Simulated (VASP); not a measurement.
KSiH4: single point with r2SCAN

Crystal: KSiH4.

```
K H Si
1.0
     4.85387    0.00000    0.00000
     0.00000    4.85387    0.00000
     0.00000    0.00000    6.80957
K H Si
2 8 2
Direct
  0.75000 0.25000 0.25000
  0.25000 0.75000 0.75000
  0.25000 0.54000 0.14400
  0.96000 0.25000 0.64400
  0.25000 0.96000 0.14400
  0.54000 0.25000 0.64400
  0.75000 0.46000 0.85600
  0.46000 0.75000 0.35600
  0.75000 0.04000 0.85600
  0.04000 0.75000 0.35600
  0.75000 0.25000 0.75000
  0.25000 0.75000 0.25000
```

| Item | Value |
| --- | --- |
| Program | VASP 6.6.1 |
| Task | single point |
| Functional | r2SCAN |
| Potentials or basis | VASP PAW PBE potentials, release 64 (K_sv, H, Si) |
| Cutoff | 520 eV |
| k mesh | 7 × 7 × 5 |
| Occupations | fermi-dirac, width 0.1 eV |
| Spin | no spin polarisation |
| Dipole correction | no |
| Further INCAR settings | ALGO = Normal; EDIFF = 1e-06; NBANDS = 29 |

```
Pressure               : 25.6 GPa
Largest force          : 7.786 eV/Å
Band gap on the k mesh : zero (band 17 reaches 3.81 eV, above the bottom of band 18 at 3.00 eV)
```

Forces in eV/Å, atoms in the order of the input:
```
K    0.000  0.000  0.000
K    0.000  0.000  0.000
H    0.000 -6.323 -4.544
H    6.323  0.000 -4.544
H    0.000  6.323 -4.544
H   -6.323  0.000 -4.544
H    0.000  6.323  4.544
H    6.323  0.000  4.544
H    0.000 -6.323  4.544
H   -6.323  0.000  4.544
Si   0.000  0.000  0.000
Si   0.000  0.000  0.000
```

Stress tensor (GPa, compression positive):
```
25.11  0.00  0.00
 0.00 25.11  0.00
 0.00  0.00 26.44
```

Levels at points of the mesh, in eV from the Fermi level:
```csv
k point,band 15,band 16,band 17,band 18,band 19,band 20
"(0.00, 0.00, 0.00)",-8.03,-8.03,-0.65,0.30,0.42,0.67
```

Run time: 8.7 min on 1 thread of Oxide Virtual Turin-like Processor (shared host), peak memory 0.31 GiB.

Caveat: the PAW data sets were made with another functional, which shifts forces and pressure a little.
